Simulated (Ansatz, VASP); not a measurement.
Si2N: VASP beside Ansatz

```
Si N
1.0
     2.17931   -3.66469    0.00000
     2.17931    3.66469    0.00000
     0.00000    0.00000    2.62743
Si N
2 1
Direct
  0.31879 0.68121 0.50000
  0.68121 0.31879 0.50000
  0.50000 0.50000 0.00000
```

Change from the starting cell: species swapped into the CsO2 type (Cmmm, No. 65).

Alike in both runs: task relaxation of cell and atoms; functional PBE; k mesh 12 × 12 × 18; occupations gaussian, width 0.1 eV; no spin polarisation.

```csv
,VASP,Ansatz
version,VASP 6.6.1,Ansatz 0.2.0
potentials or method,"VASP PAW PBE potentials, release 64 (Si, N), cutoff 600 eV","scalar-relativistic, plane waves, PAW"
valence electrons in the cell,13,13
```

```csv
,VASP,Ansatz,Ansatz less VASP
"gap on the k mesh at the Fermi level, each at its own relaxed structure (eV)",none,none,-
relaxed volume (Å³/atom),13.92,13.94,+0.020
relaxed cell length with the largest relative difference (Å),4.288,4.291,+0.0026
```

A gap of «none» marks a metal or a gap that the smearing closes.
